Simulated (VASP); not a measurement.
# Li (a cell with a defect) in VASP: further runs

Runs on Li (a cell with a defect). Level: PBE+D3(BJ). Tasks: single point.

Everything below comes from runs of VASP 6.6.1. Logs are shortened: lines on timing, memory, paths and dates and some standing lists are left out, and cuts for length are marked.

### 1 The cell of the first run

The cell holds a defect, 17 atoms: a = 6.980 Å, b = 6.980 Å, c = 6.980 Å, α = 90.00°, β = 90.00°, γ = 90.00°.

### 2 Single point, PBE+D3(BJ)

Contents of INCAR:

```
ALGO     = Normal         # electronic algorithm
EDIFF    = 1E-6           # SCF threshold, eV
ENCUT    = 520            # plane-wave cutoff, eV
GGA      = PE             # functional
ISIF     = 2              # what is computed and relaxed
ISMEAR   = -1             # smearing method
IVDW     = 12             # dispersion correction
LASPH    = T              # aspherical terms in the spheres
LCHARG   = F              # write CHGCAR
LREAL    = Auto         
LWAVE    = F              # write WAVECAR
NBANDS   = 40             # bands
NELM     = 60             # most SCF steps
PREC     = Accurate       # precision mode
SIGMA    = 0.1            # smearing width, eV
```

Contents of KPOINTS:

```
k-points
0
Gamma
  2 2 2
```

Contents of POSCAR:

```
Li
1.0
    6.9800000000      0.0000000000      0.0000000000
    0.0000000000      6.9800000000      0.0000000000
    0.0000000000      0.0000000000      6.9800000000
Li
17
Direct
    0.0478510029      0.0030659026      0.0039255014
    0.4548997135     -0.0417048711      0.0211891117
   -0.0159455587      0.4671489971      0.0057020057
   -0.0193409742      0.0083094556      0.5031948424
    0.3005300860      0.2846131805      0.2113753582
    0.5485816619      0.5097134670      0.0152722063
    0.4119914040      0.0415759312      0.4289684814
    0.7144126074      0.2409169054      0.2406160458
    0.0317191977      0.5231948424      0.4611747851
    0.2580372493      0.7564183381      0.2663180516
    0.2226647564      0.2648567335      0.7671776504
    0.4923925501      0.5297851003      0.5216618911
    0.7569054441      0.7820343840      0.2596418338
    0.7565472779      0.2466332378      0.7939541547
    0.2420630372      0.7239398281      0.7348853868
    0.8371776504      0.6901862464      0.7533954155
    0.6088538682     -0.0533810888      0.7010458453
```

Potentials or basis: VASP PAW PBE potentials, release 64 (Li_sv).

On the command line:

```sh
> cat potpaw_PBE.64/Li_sv/POTCAR > POTCAR
> mpirun -np 1 vasp_std > vasp.out
```

OUTCAR:

```text
EDIFF = 1E-6
   ENCUT = 520
   GGA = PE
   ISIF = 2
   ISMEAR = -1
   IVDW = 12
   LASPH = T
   LREAL = Auto
   NELM = 60
   PREC = Accurate
 IVDW          = 12

 ion  position               nearest neighbor table
   1  0.048  0.003  0.004-
   2  0.455  0.958  0.021-  17 2.48
   3  0.984  0.467  0.006-  16 2.56
   4  0.981  0.008  0.503-
   5  0.301  0.285  0.211-   7 2.41
   6  0.549  0.510  0.015-
   7  0.412  0.042  0.429-   5 2.41  17 2.44  10 2.53
   8  0.714  0.241  0.241-
   9  0.032  0.523  0.461-
  10  0.258  0.756  0.266-   7 2.53
  11  0.223  0.265  0.767-
  12  0.492  0.530  0.522-
  13  0.757  0.782  0.260-
  14  0.757  0.247  0.794-  17 2.42
  15  0.242  0.724  0.735-
  16  0.837  0.690  0.753-  17 2.42   3 2.56
  17  0.609  0.947  0.701-  14 2.42  16 2.42   7 2.44   2 2.48

  LATTYP: Found a simple cubic cell.
 ALAT       =     6.9800000000

  Lattice vectors:

 A1 = (   6.9800000000,   0.0000000000,   0.0000000000)
 A2 = (   0.0000000000,   6.9800000000,   0.0000000000)
 A3 = (   0.0000000000,   0.0000000000,   6.9800000000)

Analysis of symmetry for initial positions (statically):
=====================================================================
 Subroutine PRICEL returns:
 Original cell was already a primitive cell.

 Routine SETGRP: Setting up the symmetry group for a
 simple cubic supercell.

 Subroutine GETGRP returns: Found  1 space group operations
 (whereof  1 operations were pure point group operations)
 out of a pool of 48 trial point group operations.

The static configuration has the point symmetry C_1 .

Analysis of symmetry for dynamics (positions and initial velocities):
=====================================================================
 Subroutine PRICEL returns:
 Original cell was already a primitive cell.

 Routine SETGRP: Setting up the symmetry group for a
 simple cubic supercell.

 Subroutine GETGRP returns: Found  1 space group operations
 (whereof  1 operations were pure point group operations)
 out of a pool of 48 trial point group operations.

The dynamic configuration has the point symmetry C_1 .

 Subroutine INISYM returns: Found  1 space group operations
 (whereof  1 operations are pure point group operations),
 and found     1 'primitive' translations

----------------------------------------------------------------------------------------

                                     Primitive cell

  volume of cell :     340.0684

  direct lattice vectors                    reciprocal lattice vectors
     6.980000000  0.000000000  0.000000000     0.143266476  0.000000000  0.000000000
     0.000000000  6.980000000  0.000000000     0.000000000  0.143266476  0.000000000
     0.000000000  0.000000000  6.980000000     0.000000000  0.000000000  0.143266476

  length of vectors
     6.980000000  6.980000000  6.980000000     0.143266476  0.143266476  0.143266476

  position of ions in fractional coordinates (direct lattice)
     0.047851003  0.003065903  0.003925501
     0.454899713  0.958295129  0.021189112
     0.984054441  0.467148997  0.005702006
     0.980659026  0.008309456  0.503194842
     0.300530086  0.284613181  0.211375358
     0.548581662  0.509713467  0.015272206
[... 9 lines left out ...]
     0.837177650  0.690186246  0.753395416
     0.608853868  0.946618911  0.701045845

  ion indices of the primitive-cell ions
   primitive index   ion index
                 1           1
                 2           2
                 3           3
                 4           4
                 5           5
                 6           6
[... 9 lines left out ...]
                16          16
                17          17

----------------------------------------------------------------------------------------

 KPOINTS: k-points

Automatic generation of k-mesh.
 Grid dimensions read from file:
 generate k-points for:    2    2    2

 Generating k-lattice:

  Cartesian coordinates                     Fractional coordinates (reciprocal lattice)
     0.071633238  0.000000000  0.000000000     0.500000000  0.000000000  0.000000000
[... 48 lines left out ...]
  ---------------------------------------------------
  free energy    TOTEN  =       -30.86524096 eV

  energy without entropy =      -30.54726905  energy(sigma->0) =      -30.70625501

 E-fermi :   0.4633     XC(G=0):  -7.0595

 val. band max:        0.4624737072   @ k =   0.5000   0.0000   0.5000
 cond. band min:       0.4663850919   @ k =   0.0000   0.5000   0.5000
 fundamental gap:      0.0039113847
 Fermi energy:         0.4633040239

 k-point     1 :       0.0000    0.0000    0.0000
  band No.  band energies     occupation
      1     -46.2030      2.00000
      2     -46.0313      2.00000
      3     -46.0088      2.00000
      4     -45.9937      2.00000
      5     -45.9877      2.00000
      6     -45.9805      2.00000
[... 29 lines left out ...]
     36       3.5387      0.00000
     37       3.6459      0.00000

 k-point     2 :       0.5000    0.0000    0.0000
  band No.  band energies     occupation
      1     -46.2030      2.00000
      2     -46.0313      2.00000
      3     -46.0088      2.00000
      4     -45.9936      2.00000
      5     -45.9877      2.00000
      6     -45.9806      2.00000
[... 29 lines left out ...]
     36       3.6577      0.00000
     37       3.7585      0.00000

 k-point     3 :       0.0000    0.5000    0.0000
  band No.  band energies     occupation
      1     -46.2030      2.00000
      2     -46.0313      2.00000
      3     -46.0090      2.00000
      4     -45.9935      2.00000
      5     -45.9879      2.00000
      6     -45.9804      2.00000
[... 29 lines left out ...]
     36       3.6192      0.00000
     37       3.7787      0.00000
[... 121 lines left out ...]
 k-point     7 :       0.5000    0.0000    0.5000
  band No.  band energies     occupation
      1     -46.2030      2.00000
      2     -46.0312      2.00000
      3     -46.0089      2.00000
      4     -45.9935      2.00000
      5     -45.9877      2.00000
      6     -45.9807      2.00000
[... 29 lines left out ...]
     36       4.1530      0.00000
     37       4.2826      0.00000

 k-point     8 :       0.5000    0.5000    0.5000
  band No.  band energies     occupation
      1     -46.2030      2.00000
      2     -46.0312      2.00000
      3     -46.0090      2.00000
      4     -45.9933      2.00000
      5     -45.9879      2.00000
      6     -45.9807      2.00000
[... 29 lines left out ...]
     36       3.2246      0.00000
     37       3.3722      0.00000
 [bands above 37 left out]

------------------------ aborting loop because EDIFF is reached ----------------------------------------

 Edisp (eV)   -2.91737

 E8    (eV) :    -1.2174

  FORCE on cell =-STRESS in cart. coord.  units (eV):
  Direction    XX          YY          ZZ          XY          YZ          ZX
  --------------------------------------------------------------------------------------
  -------------------------------------------------------------------------------------
  Total      -1.03119    -1.18077    -1.33375    -0.01252    -0.69966     0.31131
  in kB      -4.85830    -5.56301    -6.28375    -0.05898    -3.29633     1.46667
  external pressure =       -5.57 kB  Pullay stress =        0.00 kB

 VOLUME and BASIS-vectors are now :
 -----------------------------------------------------------------------------
  energy-cutoff  :      520.00
  volume of cell :      340.07
      direct lattice vectors                 reciprocal lattice vectors
     6.980000000  0.000000000  0.000000000     0.143266476  0.000000000  0.000000000
     0.000000000  6.980000000  0.000000000     0.000000000  0.143266476  0.000000000
     0.000000000  0.000000000  6.980000000     0.000000000  0.000000000  0.143266476

 POSITION                                       TOTAL-FORCE (eV/Angst)
 -----------------------------------------------------------------------------------
      0.33400      0.02140      0.02740        -0.354945     -0.132103      0.101152
      3.17520      6.68890      0.14790         0.210461      0.152481     -0.028866
      6.86870      3.26070      0.03980         0.320077      0.248092      0.473752
      6.84500      0.05800      3.51230         0.254796      0.153829      0.007403
      2.09770      1.98660      1.47540        -0.449807      0.297551     -0.172277
      3.82910      3.55780      0.10660        -0.304667      0.377389     -0.247769
[... 9 lines left out ...]
      5.84350      4.81750      5.25870        -0.017218     -0.015815      0.067862
      4.24980      6.60740      4.89330        -0.144125     -0.254360     -0.207525
 -----------------------------------------------------------------------------------
    total drift:                               -0.004200     -0.000041     -0.004611

  FREE ENERGIE OF THE ION-ELECTRON SYSTEM (eV)
  ---------------------------------------------------
  free  energy   TOTEN  =       -33.7826150134 eV

  energy  without entropy=      -33.4646431064  energy(sigma->0) =      -33.62362906
```

Wall time 2.1 min (1 thread of Intel Xeon Platinum 8488C (Sapphire Rapids), shared host); peak memory 0.37 GiB.

Results:

* Free energy: -33.7826 eV
* Largest force: 0.623 eV/Å
* Band gap on the k mesh: zero (an odd number of electrons rules out a gap without spin polarisation)
* Dispersion energy per atom: -0.172 eV

Forces on the atoms (eV/Å):
```
Li  -0.355 -0.132  0.101
Li   0.210  0.152 -0.029
Li   0.320  0.248  0.474
Li   0.255  0.154  0.007
Li  -0.450  0.298 -0.172
Li  -0.305  0.377 -0.248
Li  -0.015 -0.034  0.357
Li   0.292 -0.155  0.201
Li  -0.247 -0.507 -0.078
Li  -0.170 -0.351 -0.168
Li   0.358 -0.011 -0.245
Li   0.358 -0.191 -0.061
Li  -0.133 -0.052 -0.066
Li   0.011  0.267 -0.199
Li   0.031  0.208  0.265
Li  -0.017 -0.016  0.068
Li  -0.144 -0.254 -0.208
```

Caveat: the k points lie up to 0.45 Å⁻¹ apart, too coarse for converged energies and pressures of a metal; the cutoff is under 1.25 times the usual one of these potentials, so pressure, stress and relaxed cells hold a basis-set (Pulay) error.

### 3 Single point, PBE+D3(BJ)

Contents of INCAR:

```
  PREC = Accurate
  ENCUT = 520
  EDIFF = 1E-6
  ISMEAR = -1
  SIGMA = 0.1
  LREAL = Auto
  LASPH = True
  NELM = 100
  ALGO = Normal
  ISIF = 2
  LWAVE = False
  LCHARG = False
  GGA = PE
  IVDW = 12
  NBANDS = 40
```

Contents of KPOINTS:

```
regular mesh
0
Gamma
  2 2 2
```

Contents of POSCAR:

```
Li
1.0
    6.9800000000      0.0000000000      0.0000000000
    0.0000000000      6.9800000000      0.0000000000
    0.0000000000      0.0000000000      6.9800000000
Li
17
Direct
    0.0816905444     -0.0200429799      0.0026790831
    0.4477936963     -0.0230085960      0.0130372493
    0.0067191977      0.5041833811      0.0280372493
   -0.0210171920     -0.0023638968      0.4718767908
    0.2814469914      0.3044126074      0.2227077364
    0.5470916905      0.4803438395      0.0049283668
    0.4088252149      0.0067765043      0.4230229226
    0.7398280802      0.2692836676      0.2319054441
    0.0194699140      0.5420916905      0.4750716332
    0.2597421203      0.7465186246      0.2496848138
    0.2374641834      0.2656733524      0.7483237822
    0.5157449857      0.5014326648      0.5288968481
    0.7512034384      0.7679226361      0.2678653295
    0.7756303725      0.2473065903      0.7632091691
    0.2389828080      0.7144126074      0.7263467049
    0.8299570201      0.6812607450      0.7761174785
    0.6341404011     -0.0714613181      0.6993696275
```

Potentials or basis: VASP PAW PBE potentials, release 64 (Li_sv).

On the command line:

```sh
> cat potpaw_PBE.64/Li_sv/POTCAR > POTCAR
> mpirun -np 1 vasp_std > vasp.out
```

Wall time 2.2 min (1 thread of Intel Xeon Platinum 8488C (Sapphire Rapids), shared host); peak memory 0.36 GiB.

It converged, with:

| Quantity | Value |
| --- | --- |
| Free energy | -33.7136 eV |
| Largest force | 0.772 eV/Å |
| Band gap on the k mesh | zero (an odd number of electrons rules out a gap without spin polarisation) |
| Dispersion energy per atom | -0.172 eV |

Forces on the atoms (eV/Å):
```
Li  -0.759  0.141 -0.020
Li   0.522  0.154 -0.027
Li   0.177 -0.071  0.124
Li   0.321  0.155  0.119
Li  -0.231 -0.063  0.143
Li  -0.376  0.528 -0.336
Li   0.154  0.341  0.323
Li   0.180 -0.426  0.281
Li  -0.205 -0.445 -0.141
Li  -0.005 -0.634 -0.077
Li   0.071 -0.032 -0.068
Li   0.155  0.052 -0.131
Li  -0.241 -0.069 -0.241
Li   0.236  0.290  0.010
Li   0.268  0.225  0.202
Li   0.129 -0.152  0.101
Li  -0.394  0.007 -0.261
```

Levels at points of the mesh, in eV from the Fermi level:
```csv
k point,band 21,band 22,band 23,band 24,band 25,band 26,band 27,band 28,band 29,band 30
"(0.00, 0.00, 0.00)",-1.09,-1.01,-0.98,-0.94,0.21,0.23,0.45,0.49,0.51,0.55
"(0.50, 0.00, 0.00)",-0.70,-0.62,-0.53,-0.50,-0.44,-0.40,-0.35,0.88,1.07,1.19
"(0.00, 0.50, 0.00)",-0.65,-0.58,-0.54,-0.52,-0.49,-0.45,-0.35,0.88,0.92,1.16
"(0.00, 0.00, 0.50)",-0.63,-0.61,-0.56,-0.52,-0.45,-0.40,-0.38,0.90,1.03,1.14
"(0.50, 0.50, 0.00)",-2.14,-0.25,-0.16,-0.12,-0.02,0.08,0.14,0.24,0.37,1.58
"(0.00, 0.50, 0.50)",-2.16,-0.16,-0.13,-0.09,-0.04,0.02,0.08,0.24,0.32,1.55
"(0.50, 0.00, 0.50)",-2.19,-0.21,-0.18,-0.06,-0.01,0.10,0.19,0.21,0.29,1.57
"(0.50, 0.50, 0.50)",-1.67,-1.66,-1.59,-1.55,-1.53,1.87,1.94,2.09,2.20,2.30
```

Caveat: the k points lie up to 0.45 Å⁻¹ apart, too coarse for converged energies and pressures of a metal; the cutoff is under 1.25 times the usual one of these potentials, so pressure, stress and relaxed cells hold a basis-set (Pulay) error.

### 4 Single point, PBE+D3(BJ)

Contents of INCAR:

```
PREC = Accurate
ENCUT = 520
EDIFF = 1E-6
ISMEAR = -1
SIGMA = 0.1
LREAL = Auto
LASPH = True
NELM = 60
ALGO = Normal
ISIF = 2
LWAVE = False
LCHARG = True
GGA = PE
IVDW = 12
LELF = True
LVHAR = True
NBANDS = 40
```

KPOINTS is that of step 3.

Contents of POSCAR:

```
Li
1.0
    6.9800000000      0.0000000000      0.0000000000
    0.0000000000      6.9800000000      0.0000000000
    0.0000000000      0.0000000000      6.9800000000
Li
17
Direct
    0.1045702006     -0.0091833811     -0.0081088825
    0.4615902579     -0.0121346705      0.0091977077
   -0.0114613181      0.4855300860      0.0425214900
   -0.0291117479     -0.0067191977      0.5025071633
    0.2991977077      0.3137535817      0.2113467049
    0.5334813754      0.4844126074      0.0003868195
    0.4193266476     -0.0515759312      0.4493409742
    0.7118624642      0.2514040115      0.2263753582
    0.0085386819      0.5297707736      0.4657020057
    0.2628939828      0.7734527221      0.2771489971
    0.2602292264      0.2639828080      0.7430945559
    0.5103295129      0.5049426934      0.5350859599
    0.7146704871      0.7636676218      0.2561174785
    0.7723352436      0.2482808023      0.7752005731
    0.2219197708      0.7239828080      0.7317765043
    0.8392263610      0.6669197708      0.8108166189
    0.6445702006     -0.0713610315      0.6980372493
```

On the command line:

```sh
> cat potpaw_PBE.64/Li_sv/POTCAR > POTCAR
> mpirun -np 1 vasp_std > vasp.out
```

Wall time 2.2 min (1 thread of Intel Xeon Platinum 8488C (Sapphire Rapids), shared host); peak memory 0.37 GiB.

Results (log left out):

| Property | Result |
| --- | --- |
| Free energy | -33.1039 eV |
| Largest force | 1.512 eV/Å |
| Band gap on the k mesh | zero (an odd number of electrons rules out a gap without spin polarisation) |
| Dispersion energy per atom | -0.172 eV |

Forces in eV/Å, atoms in the order of the input:
```
Li  -0.892  0.111  0.106
Li   0.452  0.025  0.005
Li   0.447 -0.193  0.289
Li   0.300  0.128 -0.173
Li  -0.298 -0.304  0.451
Li  -0.274  0.660 -0.392
Li   0.256  1.172  0.450
Li   0.236 -0.435  0.357
Li  -0.212 -0.239  0.033
Li  -0.620 -1.116 -0.810
Li  -0.052 -0.050 -0.106
Li   0.267  0.110 -0.099
Li   0.206 -0.086 -0.135
Li   0.188  0.295  0.037
Li   0.350 -0.057  0.195
Li  -0.177  0.233 -0.251
Li  -0.177 -0.251  0.045
```

Levels at points of the mesh, in eV from the Fermi level:
```csv
k point,band 22,band 23,band 24,band 25,band 26,band 27,band 28,band 29
"(0.00, 0.00, 0.00)",-1.03,-0.93,-0.89,0.17,0.30,0.43,0.50,0.54
"(0.50, 0.00, 0.00)",-0.59,-0.52,-0.45,-0.43,-0.33,-0.30,0.95,1.07
"(0.00, 0.50, 0.00)",-0.59,-0.56,-0.48,-0.48,-0.44,-0.34,0.88,0.98
"(0.00, 0.00, 0.50)",-0.60,-0.56,-0.52,-0.46,-0.41,-0.34,0.95,0.99
"(0.50, 0.50, 0.00)",-0.30,-0.16,-0.10,-0.05,0.06,0.17,0.30,0.38
"(0.00, 0.50, 0.50)",-0.22,-0.19,-0.12,-0.01,0.04,0.14,0.27,0.33
"(0.50, 0.00, 0.50)",-0.27,-0.21,-0.16,0.01,0.14,0.21,0.32,0.35
"(0.50, 0.50, 0.50)",-1.64,-1.59,-1.56,-1.43,1.72,1.88,2.02,2.18
```

Caveat: the k points lie up to 0.45 Å⁻¹ apart, too coarse for converged energies and pressures of a metal; the cutoff is under 1.25 times the usual one of these potentials, so pressure, stress and relaxed cells hold a basis-set (Pulay) error.

### 5 Overview

```csv
cell,gap on the mesh (eV),largest force (eV/Å)
"as given, atomic positions A",none,0.62
"as given, atomic positions B",none,0.77
"as given, atomic positions C",none,1.51
```

Alike in all rows: task single point; level PBE+D3(BJ); potentials or basis VASP PAW PBE potentials, release 64 (Li_sv); no spin polarisation; k mesh 2 × 2 × 2; cutoff (eV) 520; smearing fermi-dirac 0.1 eV.

Caveats: all runs use coarse meshes; the cutoff is under 1.25 times the usual one of these potentials, so pressure, stress and relaxed cells hold a basis-set (Pulay) error.

Absolute energies hang on the potentials; compare differences alone.

The gap in the log of VASP goes by the Fermi energy; the results here count the filled bands.